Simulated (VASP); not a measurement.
# Te: single point with PBE

The system is Te.

```
CELL_PARAMETERS angstrom
4.33481 0.00000 0.00000
-2.16740 3.75405 0.00000
0.00000 0.00000 8.79007
ATOMIC_POSITIONS crystal
Te 0.00000 0.00000 0.83964
Te 0.00000 0.00000 0.16036
Te 0.33333 0.66667 0.60828
Te 0.66667 0.33333 0.39172
```

The cell was generated, and may not be a known phase.

```
Program             : VASP 6.6.1
Task                : single point
Functional          : PBE
Potentials or basis : VASP PAW PBE potentials, release 64 (Te)
Cutoff              : 520 eV
k mesh              : 12 × 12 × 6
Occupations         : gaussian, width 0.1 eV
Spin                : no spin polarisation
```

```json
{
  "Pressure": "0.0 GPa",
  "Largest force": "0.006 eV/Å",
  "Band gap on the k mesh": "zero (bands 12 and 13 overlap by 0.55 eV)"
}
```

Forces on the atoms (eV/Å):
```
Te   0.000  0.000 -0.003
Te   0.000  0.000  0.003
Te   0.000  0.000  0.006
Te   0.000  0.000 -0.006
```

Levels at points of the mesh, in eV from the Fermi level:
```tsv
k point	band 10	band 11	band 12	band 13	band 14	band 15
(0.00, 0.00, 0.00)	-1.10	-0.59	0.17	0.17	0.35	0.35
(0.50, 0.00, 0.00)	-1.77	-1.04	-0.72	0.11	1.29	1.98
(0.00, 0.00, 0.50)	-1.19	-0.91	-0.91	0.47	1.12	1.12
(0.50, 0.00, 0.50)	-2.40	-1.09	-0.33	0.18	1.02	2.22
```

Run time: 100 s on 1 thread of Intel(R) Xeon(R) 6975P-C (Granite Rapids), with other jobs on the host, peak memory 0.38 GiB.

Caveat: spin-orbit coupling is left out, which moves the levels of the heavy elements.
